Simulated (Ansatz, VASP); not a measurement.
SnSe4 in VASP and in Ansatz

```
Sn Se
1.0
     5.11941    0.00000    0.00000
     0.00000    5.11941    0.00000
     0.00000    0.00000    5.11941
Sn Se
1 4
Direct
  0.50000 0.50000 0.50000
  0.79590 0.79590 0.79590
  0.20410 0.20410 0.79590
  0.20410 0.79590 0.20410
  0.79590 0.20410 0.20410
```

Alike in both runs: task relaxation of cell and atoms; functional PBE; k mesh 8 × 8 × 8; occupations gaussian, width 0.1 eV; no spin polarisation.

```csv
,VASP,Ansatz
version,VASP 6.6.1,Ansatz 0.2.0
potentials or method,"VASP PAW PBE potentials, release 64 (Sn_d, Se), cutoff 600 eV","scalar-relativistic, plane waves, PAW"
valence electrons in the cell,38,78
```

VASP gave:

- gap on the k mesh at the Fermi level, each at its own relaxed structure (eV): none
- relaxed volume (Å³/atom): 26.80
- relaxed cell length with the largest relative difference (Å): 5.117

Task: Which values does Ansatz return?

Result: gap on the k mesh at the Fermi level, each at its own relaxed structure (eV): none; relaxed volume (Å³/atom): 26.81; relaxed cell length with the largest relative difference (Å): 5.118.

A gap of «none» marks a metal or a gap that the smearing closes. VASP's potentials hold 38 valence electrons a cell and Ansatz's 78, so a difference there can come from the potentials and not from the codes.
